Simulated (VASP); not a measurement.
B: single point with revPBE

The system is B.

```
B
1.0
     1.72263    0.00000    0.00000
    -0.86131    1.49184    0.00000
     0.00000    0.00000   21.70156
B
4
Direct
  0.00000 0.00000 0.00000
  0.00000 0.00000 0.50000
  0.33333 0.66667 0.25000
  0.66667 0.33333 0.75000
```

- Program: VASP 6.6.1
- Task: single point
- Functional: revPBE
- Potentials or basis: VASP PAW PBE potentials, release 64 (B)
- Cutoff: 520 eV
- k mesh: 23 × 23 × 2
- Occupations: fermi-dirac, width 0.1 eV
- Spin: no spin polarisation

The pressure is -1.2 GPa. The band gap on the k mesh is zero (band 6 reaches 5.62 eV, above the bottom of band 7 at -5.26 eV).

Stress tensor (GPa, compression positive):
```
-1.77  0.00  0.00
 0.00 -1.77  0.00
 0.00  0.00 -0.01
```

Levels at points of the mesh, in eV from the Fermi level:
```csv
k point,band 6,band 7,band 8,band 9,band 10,band 11
"(0.00, 0.00, 0.00)",-7.63,-7.63,-7.57,1.94,2.67,2.67
"(0.00, 0.00, 0.50)",-7.67,-7.59,-7.59,2.13,2.13,3.51
```

Wall time 2.1 min on 1 thread of Intel Xeon 8259CL (shared host), peak memory 0.2 GiB.

Caveat: the PAW data sets were made with another functional, which shifts forces and pressure a little; this functional lacks dispersion, which binds the layers, so the pressure and a relaxed spacing across them are unreliable.
